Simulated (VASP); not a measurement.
Set up this calculation in VASP 6.6.1, as the native input.

- Task: single point
- Functional: r2SCAN
- Potentials or basis: VASP PAW PBE potentials, release 64 (Co, H)
- Cutoff: 520 eV
- k mesh: 13 × 13 × 13
- Occupations: fermi-dirac, width 0.05 eV
- Spin: collinear spin, ferromagnetic start
- Starting moments: [2.0, 0.0] μB
- Dipole correction: no
- Further INCAR settings: ALGO = Normal; EDIFF = 1e-06; NBANDS = 16

Crystal: CoH.

```
Co H
1.0
     0.00000    1.84296    1.84296
     1.84296    0.00000    1.84296
     1.84296    1.84296    0.00000
Co H
1 1
Direct
  0.93750 0.93750 0.06250
  0.56250 0.56250 0.43750
```

This cell differs from its parent crystal: shortest bond scaled by 0.75, source ansatz.

One way to write it, as run:

POSCAR

```
CoH
1.0
    0.0000000000      1.8429617100      1.8429617100
    1.8429617100      0.0000000000      1.8429617100
    1.8429617100      1.8429617100      0.0000000000
Co H
1 1
Direct
   -0.0625000000     -0.0625000000      0.0625000000
    0.5625000000      0.5625000000      0.4375000000
```

INCAR.step1

```
  ALGO = Normal
  EDIFF = 1E-4
  ENCUT = 520
  GGA = PE
  ISMEAR = -1
  ISPIN = 2
  LASPH = True
  LCHARG = False
  LMAXMIX = 4
  LREAL = False
  LWAVE = True
  MAGMOM = 2 0
  NBANDS = 16
  NELM = 150
  PREC = Accurate
  SIGMA = 0.05
```

INCAR.step2

```
  ALGO = Normal
  EDIFF = 1E-6
  ENCUT = 520
  ISIF = 2
  ISMEAR = -1
  ISPIN = 2
  ISTART = 1
  LASPH = True
  LCHARG = True
  LELF = True
  LMAXMIX = 4
  LMIXTAU = True
  LORBIT = 11
  LREAL = False
  LVHAR = True
  LWAVE = False
  MAGMOM = 2 0
  METAGGA = R2SCAN
  NBANDS = 16
  NELM = 150
  PREC = Accurate
  SIGMA = 0.05
```

KPOINTS

```
k-points
0
Gamma
  13 13 13
```

Potentials or basis: VASP PAW PBE potentials, release 64 (Co, H).

Command:

```console
$ cat potpaw_PBE.64/Co/POTCAR potpaw_PBE.64/H/POTCAR > POTCAR
$ cp INCAR.step1 INCAR
$ mpirun -np 1 vasp_std > vasp.out
$ cp INCAR.step2 INCAR
$ mpirun -np 1 vasp_std > vasp.out
```

Results of the run:

```json
{
 "Pressure": "16.3 GPa",
 "Largest force": "3.172 eV/Å",
 "Net moment": "1.36 μB per cell",
 "Site moments": "Co +1.42; H -0.01 μB",
 "Valence electrons inside the program's atomic spheres": "Co 8.52; H 0.63"
}
```

Caveat: the cell differs from its parent crystal (shortest bond scaled by 0.75, source ansatz); the cell stands under pressure; the PAW data sets were made with another functional, which shifts forces and pressure a little.

It took 3.5 min on 1 thread of Intel(R) Xeon(R) 6975P-C (Granite Rapids), with other jobs on the host, peak memory 0.19 GiB.
